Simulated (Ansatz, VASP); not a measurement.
**HfF2 in VASP and in Ansatz**

```
CELL_PARAMETERS angstrom
3.60739 0.00000 0.00000
0.00000 3.60739 0.00000
0.00000 0.00000 5.42348
ATOMIC_POSITIONS crystal
Hf 0.00000 0.50000 0.68903
Hf 0.50000 0.00000 0.31097
F 0.00000 0.00000 0.00000
F 0.50000 0.50000 0.00000
F 0.00000 0.50000 0.29106
F 0.50000 0.00000 0.70894
```

Alike in both runs: functional PBE; k mesh 6 × 6 × 4; occupations gaussian, width 0.1 eV; no spin polarisation.

Ansatz relaxed the structure, and its values are those at the end. VASP's run is a single point on that final structure, the one shown.

|  | VASP | Ansatz |
| --- | --- | --- |
| version | VASP 6.6.1 | Ansatz 0.2.0 |
| potentials or method | VASP PAW PBE potentials, release 64 (Hf_pv, F), cutoff 520 eV | scalar-relativistic, plane waves, PAW |
| valence electrons in the cell | 48 | 80 |

```csv
,VASP,Ansatz,Ansatz less VASP
gap on the k mesh at the Fermi level (eV),0.53,0.54,+0.013
least direct gap on the mesh (eV),0.99,1.01,+0.021
pressure (GPa),-2.2,0.0,+2.16
rms of the force components (eV/Å),0.046,0.001,-0.0451
```

The functional is the same, so the differences come from potentials, cutoffs and numerics. VASP's potentials hold 48 valence electrons a cell and Ansatz's 80, so a difference there can come from the potentials and not from the codes.

Neither program's run includes spin-orbit coupling.
